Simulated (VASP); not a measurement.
A run of VASP 6.6.1:

Contents of INCAR:

```
SYSTEM = GeW3
PREC = Accurate ; ENCUT = 600
EDIFF = 1E-6 ; ISMEAR = 0
SIGMA = 0.1 ; LREAL = .False.
LASPH = .True. ; NELM = 60
ALGO = Normal ; ISIF = 3
LWAVE = .False. ; LCHARG = .False.
GGA = PE ; IBRION = 2
NSW = 90 ; EDIFFG = -0.04
```

KPOINTS

```
regular mesh
0
Gamma
  4 4 4
  0 0 0
```

Contents of POSCAR:

```
GeW3
1.0
    4.0061070816      0.0000000000      0.0000000000
    0.0000000000      4.0061070816      0.0000000000
    0.0000000000      0.0000000000      4.0061070816
Ge W
1 3
Direct
    0.0000000000      0.0000000000      0.0000000000
    0.0000000000      0.5000000000      0.5000000000
    0.5000000000      0.0000000000      0.5000000000
    0.5000000000      0.5000000000      0.0000000000
```

Potentials or basis: VASP PAW PBE potentials, release 64 (Ge_d, W_sv).

The run is started by

```bash
$ cat potpaw_PBE.64/Ge_d/POTCAR potpaw_PBE.64/W_sv/POTCAR > POTCAR
$ mpirun -np 1 vasp_std > vasp.out
```

Hardware: 1 thread of Intel(R) Xeon(R) 6975P-C (Granite Rapids), with other jobs on the host.

Problem. Estimate the wall time of this run.

Solution. Wall time 25 s on 1 thread of Intel(R) Xeon(R) 6975P-C (Granite Rapids), with other jobs on the host, peak memory 0.19 GiB. Counts: scf iterations 32, k points 10, ion steps 3.
